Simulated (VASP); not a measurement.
A run of VASP 6.6.1 is set up as follows.

Contents of INCAR:

```
SYSTEM = AlN
PREC = Accurate
ENCUT = 520
EDIFF = 1E-6
ISMEAR = 0
SIGMA = 0.05
LREAL = .False.
LASPH = .True.
NELM = 60
ALGO = Normal
ISIF = 2
LWAVE = .False.
LCHARG = .True.
LELF = .True.
LVHAR = .True.
NBANDS = 16
```

The input KPOINTS:

```
regular mesh
0
Gamma
  9 9 6
  0 0 0
```

POSCAR

```
AlN
1.0
    3.1504000000      0.0000000000      0.0000000000
   -1.5752000000      2.7283264321      0.0000000000
    0.0000000000      0.0000000000      4.3504000000
Al N
2 2
Direct
    0.3333333333      0.6666666667     -0.0240486449
    0.6666666667      0.3333333333      0.4759513551
    0.3333333333      0.6666666667      0.4090486449
    0.6666666667      0.3333333333      0.9090486449
```

Potentials or basis: VASP PAW LDA potentials, release 64 (Al, N).

Launch:

```bash
$ cat potpaw_LDA.64/Al/POTCAR potpaw_LDA.64/N/POTCAR > POTCAR
$ mpirun -np 1 vasp_std > vasp.out
```

Problem. What does it give for the largest force?

Solution. 0.021 eV/Å.

Problem. Estimate the band gap on the k mesh.

Solution. 4.06 eV, direct.

Problem. Predict the pressure.

Solution. 14.6 GPa.

Forces on the atoms (eV/Å):
```
Al   0.000  0.000 -0.021
Al   0.000  0.000 -0.021
N    0.000  0.000  0.021
N    0.000  0.000  0.021
```

A k mesh can miss the band edges.
